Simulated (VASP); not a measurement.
Here is a VASP 6.6.1 calculation.

File INCAR:

```
  PREC = Accurate
  ENCUT = 520
  EDIFF = 1E-7
  ISMEAR = 0
  SIGMA = 0.15
  LREAL = F
  LASPH = T
  NELM = 100
  ALGO = Fast
  ISIF = 2
  LWAVE = F
  LCHARG = F
  GGA = PS
  NBANDS = 12
```

File KPOINTS:

```
regular mesh
0
Gamma
  18 18 18
```

The input POSCAR:

```
Tl
1.0
   -1.8827700000      1.8827700000      1.8827700000
    1.8827700000     -1.8827700000      1.8827700000
    1.8827700000      1.8827700000     -1.8827700000
Tl
1
Direct
    0.0000000000      0.0000000000      0.0000000000
```

Potentials or basis: VASP PAW PBE potentials, release 64 (Tl_d).

Launch:

```bash
$ cat potpaw_PBE.64/Tl_d/POTCAR > POTCAR
$ mpirun -np 1 vasp_std > vasp.out
```

**Question.** What does it give for the band gap on the k mesh?

**Answer.** Zero (an odd number of electrons rules out a gap without spin polarisation).

**Question.** Predict the pressure.

**Answer.** 2.9 GPa.

Caveat: the cell differs from its parent crystal (strain -0.030 along x and y, -0.030 along z); the PAW data sets were made with another functional, which shifts forces and pressure a little; spin-orbit coupling is left out, which moves the levels of the heavy elements.
